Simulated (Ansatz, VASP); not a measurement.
# Two plane-wave programs on As5S

```
As S
1.0
     0.00000    4.21098    4.21098
     4.21098    0.00000    4.21098
     4.21098    4.21098    0.00000
As S
5 1
Cartesian
  2.1055 2.1055 2.1055
  5.2605 3.1615 3.1615
  5.2605 5.2605 5.2605
  3.1615 3.1615 5.2605
  3.1615 5.2605 3.1615
  0.0000 0.0000 0.0000
```

Change from the starting cell: species swapped into the Be5Pd type (F-43m, No. 216).

Alike in both runs: task relaxation of cell and atoms; functional PBE; k mesh 4 × 4 × 4; occupations gaussian, width 0.1 eV; no spin polarisation.

|  | VASP | Ansatz |
| --- | --- | --- |
| version | VASP 6.6.1 | Ansatz 0.2.0 |
| potentials or method | VASP PAW PBE potentials, release 64 (As, S), cutoff 600 eV | scalar-relativistic, plane waves, PAW |
| valence electrons in the cell | 31 | 81 |

```tsv
	VASP	Ansatz	Ansatz less VASP
gap on the k mesh at the Fermi level, each at its own relaxed structure (eV)	none	none	-
relaxed volume (Å³/atom)	20.13	20.13	0.000
relaxed cell length with the largest relative difference (Å)	5.548	5.548	0.0000
```

A gap of «none» marks a metal or a gap that the smearing closes. VASP's potentials hold 31 valence electrons a cell and Ansatz's 81, so a difference there can come from the potentials and not from the codes.

Noted on VASP's run: the volume moved by over 15 % at a fixed basis, so the end points are rough; too few bands were computed for a metal, which touches its energy and stress.
